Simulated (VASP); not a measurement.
# HPt12 in VASP: notebook, part 2 of 2

VASP 6.6.1. Earlier steps stand in the parts before.

## (3) Single point, PBE

Contents of INCAR:

```
SYSTEM = HPt12
  ALGO = Normal
  DIPOL = 0.5 0.5 0.320
  EDIFF = 1E-6
  ENCUT = 520
  GGA = PE
  IDIPOL = 3
  ISIF = 2
  ISMEAR = 0
  LASPH = .TRUE.
  LCHARG = .FALSE.
  LDIPOL = .TRUE.
  LREAL = .FALSE.
  LWAVE = .FALSE.
  NBANDS = 72
  NELM = 80
  PREC = Accurate
  SIGMA = 0.1
```

Contents of KPOINTS:

```
k-points
0
G
  5 5 1
  0 0 0
```

Contents of POSCAR:

```
HPt12
1.0
    5.6143281324      0.0000000000      0.0000000000
    0.0000000000      5.6143281324      0.0000000000
    0.0000000000      0.0000000000     19.3513900856
Pt H
12 1
Direct
    0.2500000000      0.2500000000      0.2067034969
    0.2500000000      0.7500000000      0.2067034969
    0.7500000000      0.2500000000      0.2067034969
    0.7500000000      0.7500000000      0.2067034969
    0.0000000000      0.0000000000      0.3062505494
    0.0000000000      0.5000000000      0.3062505494
    0.5000000000      0.0000000000      0.3062505494
    0.5000000000      0.5000000000      0.3062505494
    0.2500000000      0.2500000000      0.4057274465
    0.2500000000      0.7500000000      0.4057274465
    0.7500000000      0.2500000000      0.4057274465
    0.7500000000      0.7500000000      0.4057274465
    0.2500000000      0.3333333333      0.4832277903
```

Potentials or basis: VASP PAW PBE potentials, release 64 (Pt, H).

Run with:

```sh
cat potpaw_PBE.64/Pt/POTCAR potpaw_PBE.64/H/POTCAR > POTCAR
mpirun -np 1 vasp_std > vasp.out
```

OUTCAR:

```text
SYSTEM = HPt12
   EDIFF = 1E-6
   ENCUT = 520
   GGA = PE
   ISIF = 2
   ISMEAR = 0
   LASPH = .TRUE.
   LREAL = .FALSE.
   NELM = 80
   PREC = Accurate

 ion  position               nearest neighbor table
   1  0.250  0.250  0.207-   5 2.77   6 2.77   7 2.77   8 2.77   2 2.81   3 2.81   2 2.81   3 2.81

   2  0.250  0.750  0.207-   5 2.77   6 2.77   7 2.77   8 2.77   1 2.81   4 2.81   1 2.81   4 2.81

   3  0.750  0.250  0.207-   5 2.77   6 2.77   7 2.77   8 2.77   1 2.81   4 2.81   4 2.81   1 2.81
[... 15 lines left out ...]
  11  0.750  0.250  0.406-   5 2.77   6 2.77   7 2.77   8 2.77   9 2.81  12 2.81  12 2.81   9 2.81

  12  0.750  0.750  0.406-   5 2.77   6 2.77   7 2.77   8 2.77  10 2.81  11 2.81  11 2.81  10 2.81

  13  0.250  0.333  0.483-   9 1.57

  LATTYP: Found a simple tetragonal cell.
 ALAT       =     5.6143281324
 C/A-ratio  =     3.4467864416

  Lattice vectors:

 A1 = (   5.6143281324,   0.0000000000,   0.0000000000)
 A2 = (   0.0000000000,   5.6143281324,   0.0000000000)
 A3 = (   0.0000000000,   0.0000000000,  19.3513900856)

Analysis of symmetry for initial positions (statically):
=====================================================================
 Subroutine PRICEL returns:
 Original cell was already a primitive cell.

 Routine SETGRP: Setting up the symmetry group for a
 simple tetragonal supercell.

 Subroutine GETGRP returns: Found  2 space group operations
 (whereof  1 operations were pure point group operations)
 out of a pool of 16 trial point group operations.

The static configuration has the point symmetry C_1 .
 The point group associated with its full space group is C_1h.

Analysis of symmetry for dynamics (positions and initial velocities):
=====================================================================
 Subroutine PRICEL returns:
 Original cell was already a primitive cell.

 Routine SETGRP: Setting up the symmetry group for a
[... 154 lines left out ...]
 number of electron     121.0000009 magnetization

 dipolmoment           0.000000      0.000000     -0.013450 electrons x Angstroem

 Free energy of the ion-electron system (eV)
  ---------------------------------------------------
  ext. energy  EPLUGINS =         0.00000000
  ---------------------------------------------------
  free energy    TOTEN  =       -69.74383279 eV

  energy without entropy =      -69.61143379  energy(sigma->0) =      -69.67763329

 E-fermi :  -0.6132     XC(G=0):  -5.0694

 val. band max:       -0.6238117068   @ k =   0.0000   0.0000   0.0000
 cond. band min:      -0.5933997612   @ k =   0.4000   0.4000   0.0000
 fundamental gap:      0.0304119456
 Fermi energy:        -0.6131738681

 k-point     1 :       0.0000    0.0000    0.0000
  band No.  band energies     occupation
      1      -9.5280      2.00000
      2      -7.2094      2.00000
      3      -7.1022      2.00000
      4      -7.0559      2.00000
      5      -6.9333      2.00000
      6      -6.8509      2.00000
[... 664 lines left out ...]
     71       2.8467      0.00000
     72       3.5108      0.00000

------------------------ aborting loop because EDIFF is reached ----------------------------------------

 vacuum level on the upper side and lower side of the slab       (xc-potential included)        -0.108        -0.064

  FORCE on cell =-STRESS in cart. coord.  units (eV):
  Direction    XX          YY          ZZ          XY          YZ          ZX
  --------------------------------------------------------------------------------------
  -------------------------------------------------------------------------------------
  Total      -12.3043415    -12.3607220      1.5116654      0.0000000     -0.0344468      0.0000000
  in kB      -32.3192451    -32.4673371      3.9706217      0.0000000     -0.0904798      0.0000000
  external PRESSURE =     -20.2719868 kB  Pullay stress =       0.0000000 kB

 VOLUME and BASIS-vectors are now :
 -----------------------------------------------------------------------------
  energy-cutoff  :      520.00
  volume of cell :      609.97
      direct lattice vectors                 reciprocal lattice vectors
     5.614328132  0.000000000  0.000000000     0.178115703  0.000000000  0.000000000
     0.000000000  5.614328132  0.000000000     0.000000000  0.178115703  0.000000000
     0.000000000  0.000000000 19.351390086     0.000000000  0.000000000  0.051675874

 POSITION                                       TOTAL-FORCE (eV/Angst)
 -----------------------------------------------------------------------------------
      1.40358      1.40358      4.00000         0.000000     -0.004233      0.047391
      1.40358      4.21075      4.00000         0.000000      0.040669      0.018437
      4.21075      1.40358      4.00000         0.000000     -0.026449      0.004455
      4.21075      4.21075      4.00000         0.000000     -0.052409     -0.228558
      0.00000      0.00000      5.92637        -0.014161     -0.038526     -0.073533
      0.00000      2.80716      5.92637        -0.128943      0.094090     -0.187213
      2.80716      0.00000      5.92637         0.014161     -0.038526     -0.073533
      2.80716      2.80716      5.92637         0.128943      0.094090     -0.187213
      1.40358      1.40358      7.85139         0.000000     -0.137038      0.592193
      1.40358      4.21075      7.85139         0.000000      0.111628     -0.033686
      4.21075      1.40358      7.85139         0.000000     -0.037467     -0.057759
      4.21075      4.21075      7.85139         0.000000     -0.016609      0.127620
      1.40358      1.87144      9.35113         0.000000      0.010780      0.051397
 -----------------------------------------------------------------------------------
    total drift:                                0.000000      0.000033      0.000134

  FREE ENERGIE OF THE ION-ELECTRON SYSTEM (eV)
  ---------------------------------------------------
  free  energy   TOTEN  =       -69.7438327942 eV

  energy  without entropy=      -69.6114337905  energy(sigma->0) =      -69.67763329

 vacuum level on the upper side and lower side of the slab         4.943         4.969
```

stdout:

```text
POSCAR found type information on POSCAR PtH
 POSCAR found :  2 types and      13 ions
 scaLAPACK will be used
 LDA part: xc-table for (Slater+PW92), standard interpolation
 POSCAR, INCAR and KPOINTS ok, starting setup
 FFT: planning ... GRIDC
 FFT: planning ... GRID_SOFT
 FFT: planning ... GRID
 WAVECAR not read
 entering main loop
```

It took 37 min on 1 thread of Intel Xeon 8259CL, shared host; peak memory 0.71 GiB.

Results:

- Free energy: -69.7438 eV
- Largest force: 0.608 eV/Å
- Band gap on the k mesh: zero (an odd number of electrons rules out a gap without spin polarisation)

Forces in eV/Å, atoms in the order of the input:
```
Pt   0.000 -0.004  0.047
Pt   0.000  0.041  0.018
Pt   0.000 -0.026  0.004
Pt   0.000 -0.052 -0.229
Pt  -0.014 -0.039 -0.074
Pt  -0.129  0.094 -0.187
Pt   0.014 -0.039 -0.074
Pt   0.129  0.094 -0.187
Pt   0.000 -0.137  0.592
Pt   0.000  0.112 -0.034
Pt   0.000 -0.037 -0.058
Pt   0.000 -0.017  0.128
H    0.000  0.011  0.051
```

Levels at points of the mesh, in eV from the Fermi level:
```tsv
k point	band 56	band 57	band 58	band 59	band 60	band 61	band 62	band 63	band 64	band 65
(0.00, 0.00, 0.00)	-0.02	-0.01	0.06	0.11	0.12	0.34	0.70	0.76	0.77	0.85
```

Caveat: spin-orbit coupling is left out, which moves the levels of the heavy elements.

The gap in the log of VASP goes by the Fermi energy; the results here count the filled bands.